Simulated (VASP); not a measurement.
# HfO2 (Fm-3m) in VASP: settings compared

HfO2 is run at these levels: PBEsol, PBEsol+D3(BJ); tasks: relaxation of cell and atoms.

All numbers are computed with VASP 6.6.1; they aren't measurements. Logs are shortened: lines on timing, memory, paths and dates and some standing lists are left out, and cuts for length are marked.

## 1. The cell of the first run

It takes space group Fm-3m (No. 225, cubic). Conventional cell: a = 5.115 Å, b = 5.115 Å, c = 5.115 Å, α = 90.00°, β = 90.00°, γ = 90.00°. Hf (site symmetry m-3m) has 8 O at 2.21 Å within 2.9 Å. O (site symmetry -43m) has 4 Hf at 2.21 Å and 6 O at 2.56 Å within 2.9 Å.

## 2. Relaxation of cell and atoms, PBEsol

Input file INCAR:

```
SYSTEM = HfO2
ALGO = Normal
EDIFF = 1E-6
EDIFFG = -0.01
ENCUT = 600
GGA = PS
IBRION = 2
ISIF = 3
ISMEAR = -1
LASPH = .TRUE.
LCHARG = .FALSE.
LREAL = .FALSE.
LWAVE = .FALSE.
NELM = 100
NSW = 60
PREC = Accurate
SIGMA = 0.05
```

Input file KPOINTS:

```
k-points
0
G
  9 9 9
  0 0 0
```

Input file POSCAR:

```
HfO2
1.0
    0.0000000000      2.5575000000      2.5575000000
    2.5575000000      0.0000000000      2.5575000000
    2.5575000000      2.5575000000      0.0000000000
Hf O
1 2
Direct
    0.0000000000      0.0000000000      0.0000000000
    0.7500000000      0.7500000000      0.7500000000
    0.2500000000      0.2500000000      0.2500000000
```

Potentials or basis: VASP PAW PBE potentials, release 64 (Hf_pv, O).

Launch:

```console
$ cat potpaw_PBE.64/Hf_pv/POTCAR potpaw_PBE.64/O/POTCAR > POTCAR
$ mpirun -np 1 vasp_std > vasp.out
```

OUTCAR:

```text
SYSTEM = HfO2
   EDIFF = 1E-6
   EDIFFG = -0.01
   ENCUT = 600
   GGA = PS
   IBRION = 2
   ISIF = 3
   ISMEAR = -1
   LASPH = .TRUE.
   LREAL = .FALSE.
   NELM = 100
   NSW = 60
   PREC = Accurate

 ion  position               nearest neighbor table
   1  0.000  0.000  0.000-   2 2.21   2 2.21   2 2.21   2 2.21   3 2.21   3 2.21   3 2.21   3 2.21

   2  0.750  0.750  0.750-   1 2.21   1 2.21   1 2.21   1 2.21
   3  0.250  0.250  0.250-   1 2.21   1 2.21   1 2.21   1 2.21

  LATTYP: Found a face centered cubic cell.
 ALAT       =     5.1150000000

  Lattice vectors:

 A1 = (   0.0000000000,   2.5575000000,   2.5575000000)
 A2 = (   2.5575000000,   0.0000000000,   2.5575000000)
 A3 = (   2.5575000000,   2.5575000000,   0.0000000000)

Analysis of symmetry for initial positions (statically):
=====================================================================
 Subroutine PRICEL returns:
 Original cell was already a primitive cell.

 Routine SETGRP: Setting up the symmetry group for a
 face centered cubic supercell.

 Subroutine GETGRP returns: Found 48 space group operations
[... 9 lines left out ...]

 Routine SETGRP: Setting up the symmetry group for a
 face centered cubic supercell.

 Subroutine GETGRP returns: Found 48 space group operations
[... 11 lines left out ...]
                                     Primitive cell

  volume of cell :      33.4562

  direct lattice vectors                    reciprocal lattice vectors
     0.000000000  2.557500000  2.557500000    -0.195503421  0.195503421  0.195503421
     2.557500000  0.000000000  2.557500000     0.195503421 -0.195503421  0.195503421
     2.557500000  2.557500000  0.000000000     0.195503421  0.195503421 -0.195503421

  length of vectors
     3.616851186  3.616851186  3.616851186     0.338621859  0.338621859  0.338621859

  position of ions in fractional coordinates (direct lattice)
     0.000000000  0.000000000  0.000000000
     0.750000000  0.750000000  0.750000000
     0.250000000  0.250000000  0.250000000

  ion indices of the primitive-cell ions
   primitive index   ion index
                 1           1
                 2           2
                 3           3

----------------------------------------------------------------------------------------

 KPOINTS: k-points

Automatic generation of k-mesh.
 Grid dimensions read from file:
 generate k-points for:    9    9    9

 Generating k-lattice:

  Cartesian coordinates                     Fractional coordinates (reciprocal lattice)
    -0.021722602  0.021722602  0.021722602     0.111111111  0.000000000  0.000000000
[... 75 lines left out ...]
   EFERMI_NEDOS =   21; number of points for ismear=-14 and -15
   IALGO  =     38    algorithm
   IMIX   =      4    mixing-type and parameters
     AMIX     =   0.40;   BMIX     =  1.00
     AMIX_MAG =   1.60;   BMIX_MAG =  1.00
  volume/ion in A,a.u.               =      11.15        75.26
  Fermi-wavevector in a.u.,A,eV,Ry     =   1.423607  2.690227 27.574337  2.026657
  Thomas-Fermi vector in A             =   2.544186
   LORBIT       =      0    0 simple, 1 ext, 2 COOP (PROOUT), +10 PAW based schemes
   GGA     = PS    functional components
   LHFCALC =     F    Hartree Fock is set to
   AEXX    =    0.0000 exact exchange contribution
   IVDW    =     0    specifies the selected vdW correction
   LEPSILON=     F    determine dielectric tensor
   LRPA    =     F    only Hartree local field effects (RPA)
 conjugate gradient relaxation of ions
 non-spin polarized calculation
  energy-cutoff  :      600.00
  volume of cell :       33.46
 maximum number of plane-waves:      1139
 NGX is ok and might be reduce to    30
   NGX = 15   NGY = 15   NGZ = 15

--------------------------------------- Ionic step        1  -------------------------------------------

 number of electron      21.9999993 magnetization

 Free energy of the ion-electron system (eV)
  ---------------------------------------------------
  ext. energy  EPLUGINS =         0.00000000
  ---------------------------------------------------
  free energy    TOTEN  =       -31.56308843 eV

  energy without entropy =      -31.56308843  energy(sigma->0) =      -31.56308843

------------------------ aborting loop because EDIFF is reached ----------------------------------------

  FORCE on cell =-STRESS in cart. coord.  units (eV):
  Direction    XX          YY          ZZ          XY          YZ          ZX
  --------------------------------------------------------------------------------------
  -------------------------------------------------------------------------------------
  Total       -2.8699738     -2.8699738     -2.8699738     -0.0000000      0.0000000      0.0000000
  in kB     -137.4395056   -137.4395056   -137.4395056     -0.0000000      0.0000000      0.0000000
  external PRESSURE =    -137.4395056 kB  Pullay stress =       0.0000000 kB
[... 98 lines left out ...]
--------------------------------------- Ionic step        4  -------------------------------------------

 number of electron      22.0000001 magnetization

 Free energy of the ion-electron system (eV)
  ---------------------------------------------------
  ext. energy  EPLUGINS =         0.00000000
  ---------------------------------------------------
  free energy    TOTEN  =       -31.64701318 eV

  energy without entropy =      -31.64701318  energy(sigma->0) =      -31.64701318

 E-fermi :   5.4204     XC(G=0): -12.2684

 val. band max:        4.3395893029   @ k =  -0.4444   0.4444   0.0000
 cond. band min:       8.2104083885   @ k =   0.4444   0.4444   0.0000
 fundamental gap:      3.8708190857
 Fermi energy:         5.4204225345

 k-point     1 :       0.0000    0.0000    0.0000
  band No.  band energies     occupation
      1     -25.0929      2.00000
      2     -25.0929      2.00000
      3     -25.0929      2.00000
      4     -14.4875      2.00000
      5     -11.2313      2.00000
      6      -1.1987      2.00000
      7      -1.1987      2.00000
      8      -1.1987      2.00000
      9       3.7620      2.00000
     10       3.7620      2.00000
     11       3.7620      2.00000
     12       8.2441      0.00000
     13       8.2441      0.00000
     14      10.2851      0.00000
[... 401 lines left out ...]
      2     -25.2329      2.00000
      3     -25.2329      2.00000
      4     -12.5999      2.00000
      5     -12.1857      2.00000
      6      -2.2296      2.00000
      7       0.6931      2.00000
      8       0.6931      2.00000
      9       2.9097      2.00000
     10       2.9097      2.00000
     11       4.1397      2.00000
     12       8.2104      0.00000
     13       9.9194      0.00000
     14      11.4958      0.00000
     15      12.8171      0.00000

 [... further k-points ...]
[... 5 lines left out ...]
  --------------------------------------------------------------------------------------
  -------------------------------------------------------------------------------------
  Total       -0.0062256     -0.0062256     -0.0062256     -0.0000000      0.0000000      0.0000000
  in kB       -0.3156446     -0.3156446     -0.3156446     -0.0000000      0.0000000      0.0000000
  external PRESSURE =      -0.3156446 kB  Pullay stress =       0.0000000 kB
[... 18 lines left out ...]
  FREE ENERGIE OF THE ION-ELECTRON SYSTEM (eV)
  ---------------------------------------------------
  free  energy   TOTEN  =       -31.6470131763 eV

  energy  without entropy=      -31.6470131763  energy(sigma->0) =      -31.64701318

 reached required accuracy - stopping structural energy minimisation
```

It took 32 s on 1 thread of Intel Xeon 6975P-C (Granite Rapids), shared host; peak memory 0.18 GiB.

What came out:

| Property | Result |
| --- | --- |
| Free energy | -31.6470 eV |
| Relaxed volume | 10.53 Å³/atom |
| Relaxed cell | a = 3.549 Å, b = 3.549 Å, c = 3.549 Å, α = 60.00°, β = 60.00°, γ = 60.00° |
| Space group after relaxing (to 0.05 Å) | Fm-3m (No. 225) |
| Energy gained by relaxing | 28.0 meV/atom |
| Ionic steps | 4 |
| Pressure after relaxing | 0.0 GPa |
| Band gap on the k mesh | 3.87 eV, indirect (least direct gap 3.99 eV) |

Step by step:
```
step  energy change (eV)  largest force (eV/Å)  pressure (GPa)  volume (Å³)
   1              0.0000                0.0000          -13.74        33.46
   2              0.1211                0.0000           27.64        29.03
   3             -0.0839                0.0000           -0.36        31.64
   4             -0.0839                0.0000           -0.03        31.60
```

Final structure:
```
Hf O
1.0
     0.00000    2.50932    2.50932
     2.50932    0.00000    2.50932
     2.50932    2.50932    0.00000
Hf O
1 2
Direct
  0.00000 0.00000 0.00000
  0.75000 0.75000 0.75000
  0.25000 0.25000 0.25000
```

Caveat: the PAW data sets were made with another functional, which shifts forces and pressure a little; spin-orbit coupling is left out, which moves the levels of the heavy elements. A k mesh can miss the band edges.

## 3. Relaxation of cell and atoms, PBEsol+D3(BJ)

Input file INCAR:

```
SYSTEM = HfO2
PREC = Accurate
ENCUT = 600
EDIFF = 1E-6
ISMEAR = -1
SIGMA = 0.05
LREAL = .FALSE.
LASPH = .TRUE.
NELM = 80
ALGO = Normal
ISIF = 3
LWAVE = .FALSE.
LCHARG = .FALSE.
GGA = PS
IVDW = 12
IBRION = 2
NSW = 60
EDIFFG = -0.01
```

Input file KPOINTS:

```
Automatic mesh
0
G
  9 9 9
  0 0 0
```

POSCAR is that of step 2.

Potentials or basis: VASP PAW PBE potentials, release 64 (Hf_pv, O).

Launch:

```console
$ cat potpaw_PBE.64/Hf_pv/POTCAR potpaw_PBE.64/O/POTCAR > POTCAR
$ mpirun -np 1 vasp_std > vasp.out
```

Wall time 34 s (1 thread of Intel Xeon 6975P-C (Granite Rapids), shared host); peak memory 0.19 GiB.

It converged, with:

```yaml
Free_energy: -32.3538 eV
Relaxed_volume: 10.40 Å³/atom
Relaxed_cell: a = 3.533 Å, b = 3.533 Å, c = 3.533 Å, α = 60.00°, β = 60.00°, γ = 60.00°
Space_group_after_relaxing_to_0.05_Å: Fm-3m (No. 225)
Energy_gained_by_relaxing: 42.7 meV/atom
Ionic_steps: 4
Pressure_after_relaxing: -0.1 GPa
Band_gap_on_the_k_mesh: 3.91 eV, indirect (least direct gap 4.03 eV)
Dispersion_energy_per_atom: -0.237 eV
```

The path:
```tsv
step	energy change (eV)	largest force (eV/Å)	pressure (GPa)	volume (Å³)
1	0.0000	0.0000	-16.96	33.46
2	0.2023	0.0000	37.20	28.06
3	-0.1280	0.0000	-0.58	31.25
4	-0.1281	0.0000	-0.06	31.19
```

Final structure:
```yaml
crystal:
  lattice:
    - [0.00000, 2.49841, 2.49841]
    - [2.49841, 0.00000, 2.49841]
    - [2.49841, 2.49841, 0.00000]
  atoms:
    - { symbol: Hf, position: [0.00000, 0.00000, 0.00000] }
    - { symbol: O, position: [0.75000, 0.75000, 0.75000] }
    - { symbol: O, position: [0.25000, 0.25000, 0.25000] }
```

Levels at points of the mesh, in eV from the valence-band top:
```csv
k point,band 8,band 9,band 10,band 11,band 12,band 13,band 14,band 15
"(0.00, 0.00, 0.00)",-5.62,-0.58,-0.58,-0.58,3.93,3.93,6.05,11.03
```

Caveat: the PAW data sets were made with another functional, which shifts forces and pressure a little; spin-orbit coupling is left out, which moves the levels of the heavy elements. A k mesh can miss the band edges.
